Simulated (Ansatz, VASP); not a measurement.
# One calculation of AlN, two programs

```xyz
4
Lattice="3.3129 0.0000 0.0000 -1.6564 2.8690 0.0000 0.0000 0.0000 4.1071" Properties=species:S:1:pos:R:3 pbc="T T T"
Al    0.0000    1.9127    0.0000
Al    1.6564    0.9563    2.0535
N     0.0000    1.9127    2.0535
N     1.6564    0.9563    4.1071
```

Alike in both runs: functional PBEsol; k mesh 3 × 3 × 2; occupations gaussian, width 0.02 eV; no spin polarisation.

Ansatz relaxed the structure, and its values are those at the end. VASP's run is a single point on that final structure, the one shown.

```csv
,VASP,Ansatz
version,VASP 6.6.1,Ansatz 0.2.0
potentials or method,"VASP PAW PBE potentials, release 64 (Al, N), cutoff 600 eV","scalar-relativistic, plane waves, PAW"
valence electrons in the cell,16,16
```

|  | VASP | Ansatz | Ansatz less VASP |
| --- | --- | --- | --- |
| gap on the k mesh at the Fermi level (eV) | 3.37 | 3.36 | -0.013 |
| least direct gap on the mesh (eV) | 3.37 | 3.36 | -0.013 |
| pressure (GPa) | -0.2 | 0.0 | +0.18 |

VASP's potentials were made for PBE, not for PBEsol.

The k mesh is coarse, so the values compare programs but aren't converged.
